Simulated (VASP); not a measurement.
# KCl (F-43m) in VASP: further runs

KCl is run at these levels: r2SCAN; tasks: single point.

All numbers are computed with VASP 6.6.1; they aren't measurements. Logs are shortened: lines on timing, memory, paths and dates and some standing lists are left out, and cuts for length are marked.

### Step 1. The cell of the first run

The structure is cubic, space group F-43m (No. 216). The conventional cell has a = 6.944 Å, b = 6.944 Å, c = 6.944 Å, α = 90.00°, β = 90.00°, γ = 90.00°. K (site symmetry -43m) has 4 Cl at 3.01 Å within 4.0 Å. Cl (site symmetry -43m) has 4 K at 3.01 Å within 4.0 Å.

### Step 2. Single point, r2SCAN (volume changed by -3%)

Input file POSCAR:

```
KCl
1.0
    0.0000000000      3.4718533165      3.4718533165
    3.4718533165      0.0000000000      3.4718533165
    3.4718533165      3.4718533165      0.0000000000
K Cl
1 1
Direct
    0.0000000000      0.0000000000      0.0000000000
    0.2500000000      0.2500000000      0.2500000000
```

Input file INCAR.step1:

```
ALGO = Normal
EDIFF = 1E-4
ENCUT = 520
GGA = PE
ISMEAR = 0
LASPH = T
LCHARG = F
LREAL = F
LWAVE = T
NBANDS = 15
NELM = 100
PREC = Accurate
SIGMA = 0.01
```

Input file INCAR.step2:

```
ALGO = Normal
EDIFF = 1E-6
ENCUT = 520
ISIF = 2
ISMEAR = 0
ISTART = 1
LASPH = T
LCHARG = F
LMIXTAU = T
LREAL = F
LWAVE = F
METAGGA = R2SCAN
NBANDS = 15
NELM = 100
PREC = Accurate
SIGMA = 0.01
```

Input file KPOINTS:

```
k-points
0
Gamma
  6 6 6
```

Potentials or basis: VASP PAW PBE potentials, release 64 (K_sv, Cl).

The run is started by

```
$ cat potpaw_PBE.64/K_sv/POTCAR potpaw_PBE.64/Cl/POTCAR > POTCAR
$ cp INCAR.step1 INCAR
$ mpirun -np 1 vasp_std > vasp.out
$ cp INCAR.step2 INCAR
$ mpirun -np 1 vasp_std > vasp.out
```

OUTCAR:

```text
EDIFF = 1E-6
   ENCUT = 520
   ISIF = 2
   ISMEAR = 0
   ISTART = 1
   LASPH = T
   LREAL = F
   METAGGA = R2SCAN
   NELM = 100
   PREC = Accurate

 ion  position               nearest neighbor table
   1  0.000  0.000  0.000-   2 3.01   2 3.01   2 3.01   2 3.01
   2  0.250  0.250  0.250-   1 3.01   1 3.01   1 3.01   1 3.01

  LATTYP: Found a face centered cubic cell.
 ALAT       =     6.9437066330

  Lattice vectors:

 A1 = (   0.0000000000,   3.4718533165,   3.4718533165)
 A2 = (   3.4718533165,   0.0000000000,   3.4718533165)
 A3 = (   3.4718533165,   3.4718533165,   0.0000000000)

Analysis of symmetry for initial positions (statically):
=====================================================================
 Subroutine PRICEL returns:
 Original cell was already a primitive cell.

 Routine SETGRP: Setting up the symmetry group for a
 face centered cubic supercell.

 Subroutine GETGRP returns: Found 24 space group operations
 (whereof 24 operations were pure point group operations)
 out of a pool of 48 trial point group operations.

The static configuration has the point symmetry T_d .

Analysis of symmetry for dynamics (positions and initial velocities):
=====================================================================
 Subroutine PRICEL returns:
 Original cell was already a primitive cell.

 Routine SETGRP: Setting up the symmetry group for a
 face centered cubic supercell.

 Subroutine GETGRP returns: Found 24 space group operations
 (whereof 24 operations were pure point group operations)
 out of a pool of 48 trial point group operations.

The dynamic configuration has the point symmetry T_d .

 Subroutine INISYM returns: Found 24 space group operations
 (whereof 24 operations are pure point group operations),
 and found     1 'primitive' translations

----------------------------------------------------------------------------------------

                                     Primitive cell

  volume of cell :      83.6978

  direct lattice vectors                    reciprocal lattice vectors
     0.000000000  3.471853316  3.471853316    -0.144015301  0.144015301  0.144015301
     3.471853316  0.000000000  3.471853316     0.144015301 -0.144015301  0.144015301
     3.471853316  3.471853316  0.000000000     0.144015301  0.144015301 -0.144015301

  length of vectors
     4.909942047  4.909942047  4.909942047     0.249441818  0.249441818  0.249441818

  position of ions in fractional coordinates (direct lattice)
     0.000000000  0.000000000  0.000000000
     0.250000000  0.250000000  0.250000000

  ion indices of the primitive-cell ions
   primitive index   ion index
                 1           1
                 2           2

----------------------------------------------------------------------------------------

 KPOINTS: k-points

Automatic generation of k-mesh.
 Grid dimensions read from file:
 generate k-points for:    6    6    6

 Generating k-lattice:

  Cartesian coordinates                     Fractional coordinates (reciprocal lattice)
    -0.024002550  0.024002550  0.024002550     0.166666667  0.000000000  0.000000000
     0.024002550 -0.024002550  0.024002550     0.000000000  0.166666667  0.000000000
     0.024002550  0.024002550 -0.024002550     0.000000000  0.000000000  0.166666667

  Length of vectors
     0.041573636  0.041573636  0.041573636

  Shift w.r.t. Gamma in fractional coordinates (k-lattice)
     0.000000000  0.000000000  0.000000000

 Subroutine IBZKPT returns following result:
 ===========================================

 Found     16 irreducible k-points:

 Following reciprocal coordinates:
            Coordinates               Weight
  0.000000  0.000000  0.000000      1.000000
  0.166667  0.000000  0.000000      8.000000
  0.333333  0.000000  0.000000      8.000000
  0.500000  0.000000  0.000000      4.000000
  0.166667  0.166667  0.000000      6.000000
  0.333333  0.166667  0.000000     24.000000
[... 8 lines left out ...]
 -0.333333  0.333333  0.166667     24.000000
 -0.333333  0.500000  0.166667     12.000000
   k-points           NKPTS =     16   k-points in BZ     NKDIM =     16   number of bands    NBANDS=     15
   number of dos      NEDOS =    301   number of ions     NIONS =      2
   total plane-waves  NPLWV =  64000
   dimension x,y,z NGX =    40 NGY =   40 NGZ =   40
   dimension x,y,z NGXF=    80 NGYF=   80 NGZF=   80
   ions per type =               1   1
   NGX,Y,Z   is equivalent  to a cutoff of  13.54, 13.54, 13.54 a.u.
   NGXF,Y,Z  is equivalent  to a cutoff of  27.09, 27.09, 27.09 a.u.
 SYSTEM =  unknown system
   PREC   = accura    normal or accurate (medium, high low for compatibility)
   ISTART =      1    job   : 0-new  1-cont  2-samecut
   ICHARG =      0    charge: 1-file 2-atom 10-const
   ISPIN  =      1    spin polarized calculation?
   LNONCOLLINEAR =      F non collinear calculations
   LSORBIT =      F    spin-orbit coupling
   LASPH  =      T    aspherical Exc in radial PAW
[... 30 lines left out ...]
   IVDW    =     0    specifies the selected vdW correction
   LEPSILON=     F    determine dielectric tensor
   LRPA    =     F    only Hartree local field effects (RPA)
 non-spin polarized calculation
 Gauss-broadening in eV      SIGMA  =   0.01
  energy-cutoff  :      520.00
  volume of cell :       83.70
 maximum number of plane-waves:      2285
 NGX is ok and might be reduce to    40
   NGX = 19   NGY = 19   NGZ = 19

 number of electron      16.0000002 magnetization

 Free energy of the ion-electron system (eV)
  ---------------------------------------------------
  ext. energy  EPLUGINS =         0.00000000
  ---------------------------------------------------
  free energy    TOTEN  =       -16.21813678 eV

  energy without entropy =      -16.21813678  energy(sigma->0) =      -16.21813678

 E-fermi :  -3.4177     XC(G=0):  -6.4896

 val. band max:       -3.5214939903   @ k =   0.5000   0.5000   0.0000
 cond. band min:       1.8825636195   @ k =   0.0000   0.0000   0.0000
 fundamental gap:      5.4040576099
 Fermi energy:        -3.4177456501

 k-point     1 :       0.0000    0.0000    0.0000
  band No.  band energies     occupation
      1     -31.7831      2.00000
      2     -15.8340      2.00000
      3     -14.5098      2.00000
      4     -14.5098      2.00000
      5     -14.5098      2.00000
      6      -3.5693      2.00000
      7      -3.5693      2.00000
      8      -3.5693      2.00000
      9       1.8826      0.00000
     10       6.6694      0.00000
     11       6.6694      0.00000
     12       7.7259      0.00000
     13       7.7259      0.00000
     14       7.7259      0.00000
     15       8.9520      0.00000

 k-point     2 :       0.1667    0.0000    0.0000
  band No.  band energies     occupation
      1     -31.7822      2.00000
      2     -15.8826      2.00000
      3     -14.5128      2.00000
      4     -14.5128      2.00000
      5     -14.4559      2.00000
      6      -3.6619      2.00000
      7      -3.5606      2.00000
      8      -3.5606      2.00000
      9       2.3215      0.00000
     10       6.3674      0.00000
     11       6.3674      0.00000
     12       7.3095      0.00000
     13       8.0675      0.00000
     14       8.2097      0.00000
     15       8.2097      0.00000

 k-point     3 :       0.3333    0.0000    0.0000
  band No.  band energies     occupation
      1     -31.7805      2.00000
      2     -15.9691      2.00000
      3     -14.5188      2.00000
      4     -14.5188      2.00000
      5     -14.3592      2.00000
      6      -3.8097      2.00000
      7      -3.5439      2.00000
      8      -3.5439      2.00000
      9       3.3320      0.00000
     10       5.9002      0.00000
     11       6.1881      0.00000
     12       6.1881      0.00000
     13       7.9482      0.00000
     14       8.0598      0.00000
     15       8.0598      0.00000
[... 199 lines left out ...]
 k-point    15 :      -0.3333    0.3333    0.1667
  band No.  band energies     occupation
      1     -31.7787      2.00000
      2     -16.0418      2.00000
      3     -14.5499      2.00000
      4     -14.5327      2.00000
      5     -14.2434      2.00000
      6      -3.7746      2.00000
      7      -3.6780      2.00000
      8      -3.5275      2.00000
      9       3.9857      0.00000
     10       4.8641      0.00000
     11       6.5038      0.00000
     12       6.7609      0.00000
     13       7.9596      0.00000
     14       8.3796      0.00000
     15       8.6695      0.00000

 k-point    16 :      -0.3333    0.5000    0.1667
  band No.  band energies     occupation
      1     -31.7784      2.00000
      2     -16.0534      2.00000
      3     -14.5479      2.00000
      4     -14.5393      2.00000
      5     -14.2272      2.00000
      6      -3.8374      2.00000
      7      -3.6252      2.00000
      8      -3.5251      2.00000
      9       3.8234      0.00000
     10       4.8054      0.00000
     11       7.2927      0.00000
     12       7.3554      0.00000
     13       7.5560      0.00000
     14       7.9842      0.00000
     15       8.5407      0.00000

------------------------ aborting loop because EDIFF is reached ----------------------------------------

  FORCE on cell =-STRESS in cart. coord.  units (eV):
  Direction    XX          YY          ZZ          XY          YZ          ZX
  --------------------------------------------------------------------------------------
  -------------------------------------------------------------------------------------
  Total        0.2038067      0.2038067      0.2038067      0.0000000      0.0000000     -0.0000000
  in kB        3.9013511      3.9013511      3.9013511      0.0000000      0.0000000     -0.0000000
  external PRESSURE =       3.9013511 kB  Pullay stress =       0.0000000 kB

 VOLUME and BASIS-vectors are now :
 -----------------------------------------------------------------------------
  energy-cutoff  :      520.00
  volume of cell :       83.70
      direct lattice vectors                 reciprocal lattice vectors
     0.000000000  3.471853316  3.471853316    -0.144015301  0.144015301  0.144015301
     3.471853316  0.000000000  3.471853316     0.144015301 -0.144015301  0.144015301
     3.471853316  3.471853316  0.000000000     0.144015301  0.144015301 -0.144015301

 POSITION                                       TOTAL-FORCE (eV/Angst)
 -----------------------------------------------------------------------------------
      0.00000      0.00000      0.00000         0.000000      0.000000     -0.000000
      1.73593      1.73593      1.73593        -0.000000     -0.000000      0.000000
 -----------------------------------------------------------------------------------
    total drift:                               -0.000000     -0.000000     -0.000000

  FREE ENERGIE OF THE ION-ELECTRON SYSTEM (eV)
  ---------------------------------------------------
  free  energy   TOTEN  =       -16.2181367775 eV

  energy  without entropy=      -16.2181367775  energy(sigma->0) =      -16.21813678
```

Run time: 78 s. Hardware: 1 thread of Intel Xeon Platinum 8559C (Emerald Rapids), shared host; peak memory 0.25 GiB.

Results:

| Quantity | Value |
| --- | --- |
| Free energy | -16.2181 eV |
| Pressure | 0.4 GPa |
| Band gap on the k mesh | 5.40 eV, indirect (least direct gap 5.45 eV) |

Levels at points of the mesh, in eV from the valence-band top:
| k point | band 5 | band 6 | band 7 | band 8 | band 9 | band 10 | band 11 | band 12 |
| --- | --- | --- | --- | --- | --- | --- | --- | --- |
| (0.00, 0.00, 0.00) | -10.99 | -0.05 | -0.05 | -0.05 | 5.40 | 10.19 | 10.19 | 11.25 |
| (0.50, 0.00, 0.00) | -10.79 | -0.35 | -0.01 | -0.01 | 7.86 | 8.20 | 9.73 | 9.73 |
| (0.50, 0.50, 0.00) | -10.71 | -0.42 | 0.00 | 0.00 | 7.19 | 8.33 | 11.10 | 11.19 |

Caveat: the cell differs from its parent crystal (volume changed by -3%); the PAW data sets were made with another functional, which shifts forces and pressure a little. A k mesh can miss the band edges.

### Step 3. Single point, r2SCAN

This run uses another cell than the first one, of 43.14 Å³/atom, 1.031 times its volume.

Input file POSCAR:

```
KCl
1.0
    0.0000000000      3.5072828382      3.5072828382
    3.5072828382      0.0000000000      3.5072828382
    3.5072828382      3.5072828382      0.0000000000
K Cl
1 1
Direct
    0.0000000000      0.0000000000      0.0000000000
    0.2500000000      0.2500000000      0.2500000000
```

Input file INCAR.step1:

```
PREC = Accurate ; ENCUT = 520
ISMEAR = 0 ; SIGMA = 0.01
LREAL = F ; LASPH = T
NELM = 80 ; NBANDS = 15
GGA = PE ; ALGO = Normal
EDIFF = 1E-4 ; LWAVE = T
LCHARG = F
```

Input file INCAR.step2:

```
PREC = Accurate ; ENCUT = 520
EDIFF = 1E-6 ; ISMEAR = 0
SIGMA = 0.01 ; LREAL = F
LASPH = T ; NELM = 80
ALGO = Normal ; ISIF = 2
LWAVE = F ; LCHARG = T
METAGGA = R2SCAN ; LMIXTAU = T
LELF = T ; LVHAR = T
NBANDS = 15 ; ISTART = 1
```

Input file KPOINTS:

```
Automatic mesh
0
Gamma
  6 6 6
```

Potentials or basis: VASP PAW PBE potentials, release 64 (K_sv, Cl).

The run is started by

```
$ cat potpaw_PBE.64/K_sv/POTCAR potpaw_PBE.64/Cl/POTCAR > POTCAR
$ cp INCAR.step1 INCAR
$ mpirun -np 1 vasp_std > vasp.out
$ cp INCAR.step2 INCAR
$ mpirun -np 1 vasp_std > vasp.out
```

It took 78 s on 1 thread of Intel Xeon Platinum 8559C (Emerald Rapids), shared host; peak memory 0.25 GiB.

The run converged. Its results:

| Property | Result |
| --- | --- |
| Free energy | -16.2220 eV |
| Pressure | 0.0 GPa |
| Band gap on the k mesh | 5.35 eV, indirect (least direct gap 5.39 eV) |

Levels at points of the mesh, in eV from the valence-band top:
| k point | band 4 | band 5 | band 6 | band 7 | band 8 | band 9 | band 10 | band 11 | band 12 | band 13 |
| --- | --- | --- | --- | --- | --- | --- | --- | --- | --- | --- |
| (0.00, 0.00, 0.00) | -11.07 | -11.07 | -0.04 | -0.04 | -0.04 | 5.35 | 10.14 | 10.14 | 11.15 | 11.15 |
| (0.50, 0.00, 0.00) | -11.08 | -10.89 | -0.33 | -0.01 | -0.01 | 7.79 | 8.10 | 9.67 | 9.67 | 11.24 |
| (0.50, 0.50, 0.00) | -11.10 | -10.81 | -0.39 | 0.00 | 0.00 | 7.17 | 8.29 | 10.89 | 11.10 | 11.10 |

Caveat: the PAW data sets were made with another functional, which shifts forces and pressure a little. r2SCAN opens gaps a little over a GGA but as a rule still falls short of measured ones.

### Step 4. Single point, r2SCAN (volume changed by +3%)

Input file POSCAR:

```
KCl
1.0
    0.0000000000      3.5420106694      3.5420106694
    3.5420106694      0.0000000000      3.5420106694
    3.5420106694      3.5420106694      0.0000000000
K Cl
1 1
Direct
    0.0000000000      0.0000000000      0.0000000000
    0.2500000000      0.2500000000      0.2500000000
```

Input file INCAR.step1:

```
PREC     = Accurate       # precision mode
ENCUT    = 520            # plane-wave cutoff, eV
ISMEAR   = 0              # smearing method
SIGMA    = 0.01           # smearing width, eV
LREAL    = False          # projectors in reciprocal space
LASPH    = True           # aspherical terms in the spheres
NELM     = 100            # most SCF steps
NBANDS   = 15             # bands
GGA      = PE             # functional
ALGO     = Normal         # electronic algorithm
EDIFF    = 1E-4           # SCF threshold, eV
LWAVE    = True           # write WAVECAR
LCHARG   = False          # write CHGCAR
```

Input file INCAR.step2:

```
PREC     = Accurate       # precision mode
ENCUT    = 520            # plane-wave cutoff, eV
EDIFF    = 1E-6           # SCF threshold, eV
ISMEAR   = 0              # smearing method
SIGMA    = 0.01           # smearing width, eV
LREAL    = False          # projectors in reciprocal space
LASPH    = True           # aspherical terms in the spheres
NELM     = 100            # most SCF steps
ALGO     = Normal         # electronic algorithm
ISIF     = 2              # what is computed and relaxed
LWAVE    = False          # write WAVECAR
LCHARG   = False          # write CHGCAR
METAGGA  = R2SCAN         # meta-GGA
LMIXTAU  = True         
NBANDS   = 15             # bands
ISTART   = 1
```

Input file KPOINTS:

```
regular mesh
0
Gamma
  6 6 6
```

The run is started by

```
$ cat potpaw_PBE.64/K_sv/POTCAR potpaw_PBE.64/Cl/POTCAR > POTCAR
$ cp INCAR.step1 INCAR
$ mpirun -np 1 vasp_std > vasp.out
$ cp INCAR.step2 INCAR
$ mpirun -np 1 vasp_std > vasp.out
```

Run time: 75 s. Hardware: 1 thread of Intel Xeon Platinum 8559C (Emerald Rapids), shared host; peak memory 0.26 GiB.

The run converged. Its results:

- Free energy: -16.2197 eV
- Pressure: -0.4 GPa
- Band gap on the k mesh: 5.30 eV, indirect (least direct gap 5.33 eV)

Levels at points of the mesh, in eV from the valence-band top:
```csv
k point,band 6,band 7,band 8,band 9,band 10,band 11
"(0.00, 0.00, 0.00)",-0.03,-0.03,-0.03,5.30,10.09,10.09
"(0.50, 0.00, 0.00)",-0.31,-0.01,-0.01,7.72,8.00,9.61
"(0.50, 0.50, 0.00)",-0.37,0.00,0.00,7.14,8.24,10.69
```

Caveat: the cell differs from its parent crystal (volume changed by +3%); the PAW data sets were made with another functional, which shifts forces and pressure a little.

### Step 5. Single point, r2SCAN (volume changed by +6%)

Input file POSCAR:

```
KCl
1.0
    0.0000000000      3.5760705537      3.5760705537
    3.5760705537      0.0000000000      3.5760705537
    3.5760705537      3.5760705537      0.0000000000
K Cl
1 1
Direct
    0.0000000000      0.0000000000      0.0000000000
    0.2500000000      0.2500000000      0.2500000000
```

Input file INCAR.step1:

```
  PREC = Accurate
  ENCUT = 520
  ISMEAR = 0
  SIGMA = 0.01
  LREAL = False
  LASPH = True
  NELM = 60
  NBANDS = 15
  GGA = PE
  ALGO = Normal
  EDIFF = 1E-4
  LWAVE = True
  LCHARG = False
```

Input file INCAR.step2:

```
  PREC = Accurate
  ENCUT = 520
  EDIFF = 1E-6
  ISMEAR = 0
  SIGMA = 0.01
  LREAL = False
  LASPH = True
  NELM = 60
  ALGO = Normal
  ISIF = 2
  LWAVE = False
  LCHARG = False
  METAGGA = R2SCAN
  LMIXTAU = True
  NBANDS = 15
  ISTART = 1
```

Input file KPOINTS:

```
Automatic mesh
0
Gamma
  6 6 6
```

The run is started by

```
$ cat potpaw_PBE.64/K_sv/POTCAR potpaw_PBE.64/Cl/POTCAR > POTCAR
$ cp INCAR.step1 INCAR
$ mpirun -np 1 vasp_std > vasp.out
$ cp INCAR.step2 INCAR
$ mpirun -np 1 vasp_std > vasp.out
```

Wall time 74 s (1 thread of Intel Xeon Platinum 8559C (Emerald Rapids), shared host); peak memory 0.26 GiB.

It converged, with:

| Quantity | Value |
| --- | --- |
| Free energy | -16.2125 eV |
| Pressure | -0.6 GPa |
| Band gap on the k mesh | 5.25 eV, indirect (least direct gap 5.28 eV) |

Levels at points of the mesh, in eV from the valence-band top:
| k point | band 4 | band 5 | band 6 | band 7 | band 8 | band 9 | band 10 | band 11 | band 12 | band 13 |
| --- | --- | --- | --- | --- | --- | --- | --- | --- | --- | --- |
| (0.00, 0.00, 0.00) | -11.24 | -11.24 | -0.02 | -0.02 | -0.02 | 5.25 | 10.03 | 10.03 | 10.95 | 10.95 |
| (0.50, 0.00, 0.00) | -11.25 | -11.07 | -0.30 | 0.00 | 0.00 | 7.66 | 7.90 | 9.55 | 9.55 | 11.07 |
| (0.50, 0.50, 0.00) | -11.26 | -11.01 | -0.34 | 0.00 | 0.00 | 7.11 | 8.19 | 10.50 | 10.91 | 10.91 |

Caveat: the cell differs from its parent crystal (volume changed by +6%); the PAW data sets were made with another functional, which shifts forces and pressure a little. A k mesh can miss the band edges.

### Step 6. The runs side by side

| cell | gap on the mesh (eV) | pressure (GPa) |
| --- | --- | --- |
| a = 4.910 Å, angles 60.0°, 2 atoms | 5.40 | 0.4 |
| a = 4.960 Å, angles 60.0°, 2 atoms | 5.35 | 0.0 |
| a = 5.009 Å, angles 60.0°, 2 atoms | 5.30 | -0.4 |
| a = 5.057 Å, angles 60.0°, 2 atoms | 5.25 | -0.6 |

Alike in all rows: task single point; level r2SCAN; potentials or basis VASP PAW PBE potentials, release 64 (K_sv, Cl); no spin polarisation; k mesh 6 × 6 × 6; cutoff (eV) 520; smearing gaussian 0.01 eV.

Caveats: the PAW data sets were made with another functional, which shifts forces and pressure a little.

Total energies depend on the potentials used, so only differences within one code and one set of settings carry meaning.
